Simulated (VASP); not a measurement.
# Sc2SiF2 (P-6m2) in VASP: further runs

Runs on Sc2SiF2. Level: PBE. Tasks: single point, relaxation of cell and atoms.

Everything below comes from runs of VASP 6.6.1. Logs are shortened: lines on timing, memory, paths and dates and some standing lists are left out, and cuts for length are marked.

## 1. The cell of the first run

It takes space group P-6m2 (No. 187, hexagonal). The conventional cell has a = 3.733 Å, b = 3.733 Å, c = 6.335 Å, α = 90.00°, β = 90.00°, γ = 120.00°. Within 3.5 Å of Sc (site symmetry 3m) lie 6 F at 2.60 Å and 3 Si at 2.75 Å and 2 Sc at 2.92 to 3.41 Å. Si (site symmetry -6m2) has 6 Sc at 2.75 Å and 8 F at 3.17 to 3.83 Å and 6 Si at 3.73 Å within 3.9 Å. F (site symmetry -6m2) has 3 F at 2.16 Å and 6 Sc at 2.60 Å within 2.9 Å. F (site symmetry -6m2) has 3 F at 2.16 Å and 6 Sc at 2.60 Å within 2.9 Å.

The cell was built from a structure type or drawn by symmetry, and may not be a known phase.

## 2. Single point, PBE

The input, INCAR:

```
  PREC = Accurate
  ENCUT = 600
  EDIFF = 1E-6
  ISMEAR = 0
  SIGMA = 0.1
  LREAL = F
  LASPH = T
  NELM = 120
  ALGO = Normal
  ISIF = 2
  LWAVE = F
  LCHARG = T
  GGA = PE
  LELF = T
  LVHAR = T
  NBANDS = 28
  GGA_COMPAT = F
```

The input, KPOINTS:

```
Automatic mesh
0
Gamma
  12 12 6
```

The input, POSCAR:

```
Sc2SiF2
1.0
    3.7334062533      0.0000000000      0.0000000000
   -1.8667031267      3.2332246580      0.0000000000
    0.0000000000      0.0000000000      6.3346832149
Sc Si F
2 1 2
Direct
    0.0000000000      0.0000000000      0.7307808914
    0.0000000000      0.0000000000      0.2692191086
    0.3333333333      0.6666666667      0.0000000000
    0.6666666667      0.3333333333      0.5000000000
    0.3333333333      0.6666666667      0.5000000000
```

Potentials or basis: VASP PAW PBE potentials, release 64 (Sc_sv, Si, F).

On the command line:

```bash
$ cat potpaw_PBE.64/Sc_sv/POTCAR potpaw_PBE.64/Si/POTCAR potpaw_PBE.64/F/POTCAR > POTCAR
$ mpirun -np 1 vasp_std > vasp.out
```

OUTCAR:

```text
PREC = Accurate
   ENCUT = 600
   EDIFF = 1E-6
   ISMEAR = 0
   LREAL = F
   LASPH = T
   NELM = 120
   ISIF = 2
   GGA = PE

 ion  position               nearest neighbor table
   1  0.000  0.000  0.731-   4 2.60   5 2.60   4 2.60   5 2.60   4 2.60   5 2.60   3 2.75   3 2.75
                             3 2.75   2 2.92   2 3.41
   2  0.000  0.000  0.269-   4 2.60   5 2.60   4 2.60   5 2.60   4 2.60   5 2.60   3 2.75   3 2.75
                             3 2.75   1 2.92   1 3.41
   3  0.333  0.667  0.000-   1 2.75   2 2.75   1 2.75   2 2.75   1 2.75   2 2.75
   4  0.667  0.333  0.500-   1 2.60   2 2.60   1 2.60   2 2.60   1 2.60   2 2.60
   5  0.333  0.667  0.500-   1 2.60   2 2.60   1 2.60   2 2.60   1 2.60   2 2.60

  LATTYP: Found a hexagonal cell.
 ALAT       =     3.7334062533
 C/A-ratio  =     1.6967570056

  Lattice vectors:

 A1 = (   3.7334062533,   0.0000000000,   0.0000000000)
 A2 = (  -1.8667031267,   3.2332246580,   0.0000000000)
 A3 = (   0.0000000000,   0.0000000000,   6.3346832149)

Analysis of symmetry for initial positions (statically):
=====================================================================
 Subroutine PRICEL returns:
 Original cell was already a primitive cell.

 Routine SETGRP: Setting up the symmetry group for a
 hexagonal supercell.

 Subroutine GETGRP returns: Found 12 space group operations
 (whereof 12 operations were pure point group operations)
 out of a pool of 24 trial point group operations.

The static configuration has the point symmetry D_3h.

Analysis of symmetry for dynamics (positions and initial velocities):
=====================================================================
 Subroutine PRICEL returns:
 Original cell was already a primitive cell.

 Routine SETGRP: Setting up the symmetry group for a
 hexagonal supercell.

 Subroutine GETGRP returns: Found 12 space group operations
 (whereof 12 operations were pure point group operations)
 out of a pool of 24 trial point group operations.

The dynamic configuration has the point symmetry D_3h.

 Subroutine INISYM returns: Found 12 space group operations
 (whereof 12 operations are pure point group operations),
 and found     1 'primitive' translations

----------------------------------------------------------------------------------------

                                     Primitive cell

  volume of cell :      76.4656

  direct lattice vectors                    reciprocal lattice vectors
     3.733406253  0.000000000  0.000000000     0.267851911  0.154644373  0.000000000
    -1.866703127  3.233224658  0.000000000     0.000000000  0.309288746  0.000000000
     0.000000000  0.000000000  6.334683215     0.000000000  0.000000000  0.157861090

  length of vectors
     3.733406253  3.733406253  6.334683215     0.309288746  0.309288746  0.157861090

  position of ions in fractional coordinates (direct lattice)
     0.000000000  0.000000000  0.730780891
     0.000000000  0.000000000  0.269219109
     0.333333333  0.666666667  0.000000000
     0.666666667  0.333333333  0.500000000
     0.333333333  0.666666667  0.500000000

  ion indices of the primitive-cell ions
   primitive index   ion index
                 1           1
                 2           2
                 3           3
                 4           4
                 5           5

----------------------------------------------------------------------------------------

 KPOINTS: Automatic mesh

Automatic generation of k-mesh.
 Grid dimensions read from file:
 generate k-points for:   12   12    6

 Generating k-lattice:

  Cartesian coordinates                     Fractional coordinates (reciprocal lattice)
     0.022320993  0.012887031  0.000000000     0.083333333  0.000000000  0.000000000
     0.000000000  0.025774062  0.000000000     0.000000000  0.083333333  0.000000000
     0.000000000  0.000000000  0.026310182     0.000000000  0.000000000  0.166666667

  Length of vectors
     0.025774062  0.025774062  0.026310182

  Shift w.r.t. Gamma in fractional coordinates (k-lattice)
     0.000000000  0.000000000  0.000000000

 Subroutine IBZKPT returns following result:
 ===========================================

 Found     76 irreducible k-points:

 Following reciprocal coordinates:
            Coordinates               Weight
  0.000000  0.000000  0.000000      1.000000
  0.083333 -0.000000  0.000000      6.000000
  0.166667 -0.000000  0.000000      6.000000
  0.250000 -0.000000  0.000000      6.000000
  0.333333 -0.000000  0.000000      6.000000
  0.416667 -0.000000  0.000000      6.000000
[... 16 lines left out ...]
  0.250000 -0.000000  0.166667     12.000000
  0.333333 -0.000000  0.166667     12.000000
 [... further k-points ...]
   k-points           NKPTS =     76   k-points in BZ     NKDIM =     76   number of bands    NBANDS=     28
   number of dos      NEDOS =    301   number of ions     NIONS =      5
   total plane-waves  NPLWV =  48600
   dimension x,y,z NGX =    30 NGY =   30 NGZ =   54
   dimension x,y,z NGXF=    60 NGYF=   60 NGZF=  108
   ions per type =               2   1   2
   NGX,Y,Z   is equivalent  to a cutoff of  13.36, 13.36, 14.17 a.u.
   NGXF,Y,Z  is equivalent  to a cutoff of  26.72, 26.72, 28.34 a.u.
 SYSTEM =  unknown system
   PREC   = accura    normal or accurate (medium, high low for compatibility)
   ISTART =      0    job   : 0-new  1-cont  2-samecut
   ICHARG =      2    charge: 1-file 2-atom 10-const
   ISPIN  =      1    spin polarized calculation?
   LNONCOLLINEAR =      F non collinear calculations
   LSORBIT =      F    spin-orbit coupling
   LASPH  =      T    aspherical Exc in radial PAW
   ENCUT  =  600.0 eV  44.10 Ry    6.64 a.u.   7.46  7.46 12.65*2*pi/ulx,y,z
   NELM   =    120;   NELMIN=  2; NELMDL= -5     # of ELM steps
   EDIFF  = 0.1E-05   stopping-criterion for ELM
   LREAL  =      F    real-space projection
   EDIFFG = 0.1E-04   stopping-criterion for IOM
   NSW    =      0    number of steps for IOM
   IBRION =     -1    ionic relax: 0-MD 1-quasi-New 2-CG
   NFREE  =      0    steps in history (QN), initial steepest desc. (CG)
   ISIF   =      2    stress and relaxation
   ISYM   =      2    0-nonsym 1-usesym 2-fastsym
   POTIM  = 0.5000    time-step for ionic-motion
   TEBEG  =    0.0;   TEEND  =   0.0 temperature during run
   PSTRESS=    0.0 pullay stress
   NELECT =      40.0000    total number of electrons
   NUPDOWN=      -1.0000    fix difference up-down
   EMIN   =  10.00;   EMAX   =-10.00  energy-range for DOS
   EFERMI =   0.00;   METHOD = LEGACY
   ISMEAR =     0;   SIGMA  =   0.10  broadening in eV -4-tet -1-fermi 0-gaus
   EFERMI_NEDOS =   21; number of points for ismear=-14 and -15
   IALGO  =     38    algorithm
   IMIX   =      4    mixing-type and parameters
     AMIX     =   0.40;   BMIX     =  1.00
     AMIX_MAG =   1.60;   BMIX_MAG =  1.00
  volume/ion in A,a.u.               =      15.29       103.20
  Fermi-wavevector in a.u.,A,eV,Ry     =   1.319085  2.492709 23.673940  1.739986
  Thomas-Fermi vector in A             =   2.449009
   LORBIT       =      0    0 simple, 1 ext, 2 COOP (PROOUT), +10 PAW based schemes
   GGA     = PE    functional components
   LHFCALC =     F    Hartree Fock is set to
   AEXX    =    0.0000 exact exchange contribution
   IVDW    =     0    specifies the selected vdW correction
   LEPSILON=     F    determine dielectric tensor
   LRPA    =     F    only Hartree local field effects (RPA)
 non-spin polarized calculation
 Gauss-broadening in eV      SIGMA  =   0.10
  energy-cutoff  :      600.00
  volume of cell :       76.47
 maximum number of plane-waves:      2593
 NGX is ok and might be reduce to    30
   NGX = 15   NGY = 15   NGZ = 25

 number of electron      40.0000030 magnetization

 Free energy of the ion-electron system (eV)
  ---------------------------------------------------
  ext. energy  EPLUGINS =         0.00000000
  ---------------------------------------------------
  free energy    TOTEN  =       -29.73711472 eV

  energy without entropy =      -29.72636404  energy(sigma->0) =      -29.73173938

 E-fermi :   5.0986     XC(G=0): -10.4297

 val. band max:        5.0979040629   @ k =   0.1667  -0.0000   0.3333
 cond. band min:       5.1060107627   @ k =   0.0833  -0.0000   0.5000
 fundamental gap:      0.0081066998
 Fermi energy:         5.0985768180

 k-point     1 :       0.0000    0.0000    0.0000
  band No.  band energies     occupation
      1     -45.2116      2.00000
      2     -45.1687      2.00000
      3     -24.0064      2.00000
      4     -23.8041      2.00000
      5     -23.8041      2.00000
      6     -23.7644      2.00000
[... 20 lines left out ...]
     27       7.5091      0.00000
     28       7.8373      0.00000

 k-point     2 :       0.0833   -0.0000    0.0000
  band No.  band energies     occupation
      1     -45.2111      2.00000
      2     -45.1683      2.00000
      3     -24.0028      2.00000
      4     -23.8125      2.00000
      5     -23.8055      2.00000
      6     -23.7697      2.00000
[... 20 lines left out ...]
     27       7.5333      0.00000
     28       8.0623      0.00000

 k-point     3 :       0.1667   -0.0000    0.0000
  band No.  band energies     occupation
      1     -45.2097      2.00000
      2     -45.1671      2.00000
      3     -23.9929      2.00000
      4     -23.8355      2.00000
      5     -23.8094      2.00000
      6     -23.7840      2.00000
[... 20 lines left out ...]
     27       7.6049      0.00000
     28       8.4661      0.00000

 k-point     4 :       0.2500   -0.0000    0.0000
  band No.  band energies     occupation
      1     -45.2077      2.00000
      2     -45.1654      2.00000
      3     -23.9791      2.00000
      4     -23.8663      2.00000
      5     -23.8148      2.00000
      6     -23.8035      2.00000
[... 578 lines left out ...]
     27       7.4205      0.00000
     28       7.6778      0.00000

 k-point    23 :       0.2500   -0.0000    0.1667
  band No.  band energies     occupation
      1     -45.2065      2.00000
      2     -45.1666      2.00000
      3     -23.9658      2.00000
      4     -23.8635      2.00000
      5     -23.8133      2.00000
      6     -23.8054      2.00000
[... 20 lines left out ...]
     27       7.5398      0.00000
     28       7.7845      0.00000

 k-point    24 :       0.3333   -0.0000    0.1667
  band No.  band energies     occupation
      1     -45.2046      2.00000
      2     -45.1650      2.00000
      3     -23.9525      2.00000
      4     -23.8932      2.00000
      5     -23.8250      2.00000
      6     -23.8186      2.00000
[... 20 lines left out ...]
     27       7.6834      0.00000
     28       7.8301      0.00000

 [... further k-points ...]
[... 5 lines left out ...]
  --------------------------------------------------------------------------------------
  -------------------------------------------------------------------------------------
  Total       -0.0334134     -0.0334134     -0.0031511      0.0000000      0.0000000     -0.0000000
  in kB       -0.7001091     -0.7001091     -0.0660257      0.0000000      0.0000000     -0.0000000
  external PRESSURE =      -0.4887480 kB  Pullay stress =       0.0000000 kB

 VOLUME and BASIS-vectors are now :
 -----------------------------------------------------------------------------
  energy-cutoff  :      600.00
  volume of cell :       76.47
      direct lattice vectors                 reciprocal lattice vectors
     3.733406253  0.000000000  0.000000000     0.267851911  0.154644373  0.000000000
    -1.866703127  3.233224658  0.000000000     0.000000000  0.309288746  0.000000000
     0.000000000  0.000000000  6.334683215     0.000000000  0.000000000  0.157861090

 POSITION                                       TOTAL-FORCE (eV/Angst)
 -----------------------------------------------------------------------------------
      0.00000      0.00000      4.62927        -0.000000     -0.000000      0.016462
      0.00000      0.00000      1.70542        -0.000000     -0.000000     -0.016462
     -0.00000      2.15548      0.00000        -0.000000     -0.000000     -0.000000
      1.86670      1.07774      3.16734         0.000000      0.000000     -0.000000
     -0.00000      2.15548      3.16734        -0.000000     -0.000000     -0.000000
 -----------------------------------------------------------------------------------
    total drift:                               -0.000000      0.000000      0.000000

  FREE ENERGIE OF THE ION-ELECTRON SYSTEM (eV)
  ---------------------------------------------------
  free  energy   TOTEN  =       -29.7371147227 eV

  energy  without entropy=      -29.7263640410  energy(sigma->0) =      -29.73173938
```

Run time: 1.7 min. Hardware: 1 thread of Intel Xeon 6975P-C (Granite Rapids), shared host; peak memory 0.33 GiB.

What came out:

```
Free energy            : -29.7371 eV
Pressure               : 0.0 GPa
Largest force          : 0.016 eV/Å
Band gap on the k mesh : zero (bands 20 and 21 overlap by 0.57 eV)
```

Forces on the atoms (eV/Å):
```
Sc   0.000  0.000  0.016
Sc   0.000  0.000 -0.016
Si   0.000  0.000  0.000
F    0.000  0.000  0.000
F    0.000  0.000  0.000
```

## 3. Relaxation of cell and atoms, PBE

This run uses another cell than the first one, of 17.87 Å³/atom.

The input, INCAR:

```
SYSTEM = Sc2SiF2
PREC     = Accurate       ! precision mode
ENCUT    = 600            ! plane-wave cutoff, eV
EDIFF    = 1E-7           ! SCF threshold, eV
ISMEAR   = 0              ! smearing method
SIGMA    = 0.1            ! smearing width, eV
LREAL    = .FALSE.        ! projectors in reciprocal space
LASPH    = .TRUE.         ! aspherical terms in the spheres
NELM     = 120            ! most SCF steps
ALGO     = Normal         ! electronic algorithm
ISIF     = 3              ! what is computed and relaxed
LWAVE    = .FALSE.        ! write WAVECAR
LCHARG   = .FALSE.        ! write CHGCAR
GGA      = PE             ! functional
IBRION   = 2              ! ionic algorithm
NSW      = 90             ! ionic steps
EDIFFG   = -0.04          ! ionic threshold
GGA_COMPAT= .FALSE.      
NELMIN   = 4
```

The input, KPOINTS:

```
regular mesh
0
G
  6 6 4
  0 0 0
```

The input, POSCAR:

```
Sc2SiF2
1.0
    4.2826107600      0.0000000000      0.0000000000
   -2.1413053800      3.7088497200      0.0000000000
    0.0000000000      0.0000000000      5.6252588800
Sc Si F
2 1 2
Direct
    0.0000000000      0.0000000000      0.7758951600
    0.0000000000      0.0000000000      0.2241048400
    0.3333333300      0.6666666700      0.0000000000
    0.6666666700      0.3333333300      0.5000000000
    0.3333333300      0.6666666700      0.5000000000
```

Potentials or basis: VASP PAW PBE potentials, release 64 (Sc_sv, Si, F).

On the command line:

```bash
$ cat potpaw_PBE.64/Sc_sv/POTCAR potpaw_PBE.64/Si/POTCAR potpaw_PBE.64/F/POTCAR > POTCAR
$ mpirun -np 1 vasp_std > vasp.out
```

Wall time 3.1 min (1 thread of Intel Xeon 6975P-C (Granite Rapids), shared host); peak memory 0.28 GiB.

It converged, with:

```yaml
Free_energy: -29.7441 eV
Relaxed_volume: 15.28 Å³/atom
Relaxed_cell: a = 3.729 Å, b = 3.729 Å, c = 6.347 Å, α = 90.00°, β = 90.00°, γ = 120.00°
Space_group_after_relaxing_to_0.1_Å: P-6m2 (No. 187)
Energy_gained_by_relaxing: 420.5 meV/atom
Ionic_steps: 9
Pressure_after_relaxing: 0.0 GPa
Largest_force_after_relaxing: 0.030 eV/Å
Band_gap_on_the_k_mesh: zero (bands 20 and 21 overlap by 0.58 eV)
```

Forces on the atoms (eV/Å):
```
Sc   0.000  0.000  0.030
Sc   0.000  0.000 -0.030
Si   0.000  0.000  0.000
F    0.000  0.000  0.000
F    0.000  0.000  0.000
```

Stress tensor (GPa, compression positive):
```
 0.23  0.00  0.00
 0.00  0.23  0.00
 0.00  0.00 -0.42
```

The path:
| step | energy change (eV) | largest force (eV/Å) | pressure (GPa) | volume (Å³) |
| --- | --- | --- | --- | --- |
| 1 | 0.0000 | 3.8033 | -4.19 | 89.35 |
| 2 | -1.3863 | 0.0492 | -4.79 | 83.21 |
| 3 | -1.6362 | 1.4182 | -3.02 | 79.48 |
| 4 | -2.0455 | 0.0428 | 3.68 | 73.25 |
| 5 | -2.0801 | 0.3339 | 1.96 | 74.54 |
| 6 | -2.0802 | 0.3577 | 1.84 | 74.64 |
| 7 | -2.0991 | 0.1840 | -0.58 | 76.78 |
| 8 | -2.0991 | 0.1900 | -0.49 | 76.70 |
| 9 | -2.1023 | 0.0302 | 0.01 | 76.42 |

Final structure:
```yaml
crystal:
  lattice:
    - [3.72887, 0.00000, 0.00000]
    - [-1.86444, 3.22930, 0.00000]
    - [0.00000, 0.00000, 6.34665]
  atoms:
    - { symbol: Sc, position: [0.00000, 0.00000, 0.73026] }
    - { symbol: Sc, position: [0.00000, 0.00000, 0.26974] }
    - { symbol: Si, position: [0.33333, 0.66667, 0.00000] }
    - { symbol: F, position: [0.66667, 0.33333, 0.50000] }
    - { symbol: F, position: [0.33333, 0.66667, 0.50000] }
```

Levels at points of the mesh, in eV from the Fermi level:
| k point | band 16 | band 17 | band 18 | band 19 | band 20 | band 21 | band 22 | band 23 | band 24 |
| --- | --- | --- | --- | --- | --- | --- | --- | --- | --- |
| (0.00, 0.00, 0.00) | -4.42 | -4.42 | -1.38 | -0.59 | 0.25 | 0.25 | 0.97 | 0.97 | 1.46 |
| (0.50, 0.00, 0.00) | -4.44 | -3.42 | -3.16 | -0.93 | -0.41 | -0.34 | 1.21 | 2.03 | 2.03 |
| (0.00, 0.00, 0.50) | -4.41 | -4.41 | -2.79 | 0.00 | 0.00 | 0.69 | 1.05 | 1.44 | 1.44 |
| (0.50, 0.00, 0.50) | -4.44 | -3.42 | -3.00 | -1.53 | -0.31 | 0.53 | 0.81 | 1.29 | 1.79 |

[end of part 1 of 2]
